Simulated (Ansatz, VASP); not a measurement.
## Cu2Cl in VASP and in Ansatz

```
Cu Cl
1.0
     0.00000    3.60682    3.60682
     3.60682    0.00000    3.60682
     3.60682    3.60682    0.00000
Cu Cl
4 2
Direct
  0.12500 0.12500 0.12500
  0.62500 0.12500 0.12500
  0.12500 0.12500 0.62500
  0.12500 0.62500 0.12500
  0.50000 0.50000 0.50000
  0.75000 0.75000 0.75000
```

Alike in both runs: functional PBE; k mesh 10 × 10 × 10; occupations gaussian, width 0.1 eV; no spin polarisation.

Ansatz relaxed the structure, and its values are those at the end. VASP's run is a single point on that final structure, the one shown.

|  | VASP | Ansatz |
| --- | --- | --- |
| version | VASP 6.6.1 | Ansatz 0.2.0 |
| potentials or method | VASP PAW PBE potentials, release 64 (Cu, Cl), cutoff 520 eV | scalar-relativistic, plane waves, PAW |
| valence electrons in the cell | 58 | 90 |

```tsv
	VASP	Ansatz	Ansatz less VASP
gap on the k mesh at the Fermi level (eV)	none	none	-
pressure (GPa)	0.1	0.0	-0.07
```

A gap of «none» marks a metal or a gap that the smearing closes. With one functional, cell and mesh, what is left measures potentials, basis and numerics. VASP's potentials hold 58 valence electrons a cell and Ansatz's 90, so a difference there can come from the potentials and not from the codes.
